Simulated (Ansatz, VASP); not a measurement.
One calculation of BN, two programs

INCAR

```
SYSTEM = BN
  PREC = Accurate
  ENCUT = 600
  EDIFF = 1E-6
  ISMEAR = 0
  SIGMA = 0.05
  LREAL = .False.
  LASPH = .True.
  NELM = 120
  ALGO = Normal
  ISIF = 2
  LWAVE = .False.
  LCHARG = .True.
  GGA = PE
  IVDW = 12
  LELF = .True.
  LVHAR = .True.
  NBANDS = 11
  GGA_COMPAT = .False.
```

The input KPOINTS:

```
Automatic mesh
0
Gamma
  12 12 12
  0 0 0
```

File POSCAR:

```
BN
1.0
    0.0000000000      1.7788609271      1.7788609271
    1.7788609271      0.0000000000      1.7788609271
    1.7788609271      1.7788609271      0.0000000000
B N
1 1
Direct
    0.0000000000      0.0000000000      0.0000000000
    0.7500000000      0.7500000000      0.7500000000
```

Input for Ansatz:

```yaml
crystal:
  lattice:
    - [0.0, 1.7788609271, 1.7788609271]
    - [1.7788609271, 0.0, 1.7788609271]
    - [1.7788609271, 1.7788609271, 0.0]
  atoms:
    - { symbol: B, position: [0.0, 0.0, 0.0] }
    - { symbol: "N", position: [0.75, 0.75, 0.75] }
basis:
  ecutwfc: 420
  ecutrho_ratio: 4
kpoints:
  mp_grid: { grid: [12, 12, 12] }
hamiltonian:
  xc: pbe
  dispersion: d3bj
scf:
  occupations: { method: gaussian, width: 0.05 }
output:
  forces: true
  stress: true
  eigenvalues: true
```

Alike in both runs: task single point; functional PBE; dispersion D3(BJ); k mesh 12 × 12 × 12; occupations gaussian, width 0.05 eV; no spin polarisation.

|  | VASP | Ansatz |
| --- | --- | --- |
| version | VASP 6.6.1 | Ansatz 0.2.0 |
| potentials or method | VASP PAW PBE potentials, release 64 (B, N), cutoff 600 eV | scalar-relativistic, plane waves, PAW |
| valence electrons in the cell | 8 | 8 |

VASP gave:

```
gap on the k mesh at the Fermi level (eV) : 4.51
least direct gap on the mesh (eV)         : 9.05
pressure (GPa)                            : 16.9
```

What did Ansatz give for the same quantities?

gap on the k mesh at the Fermi level (eV): 4.52; least direct gap on the mesh (eV): 9.06; pressure (GPa): 16.8.
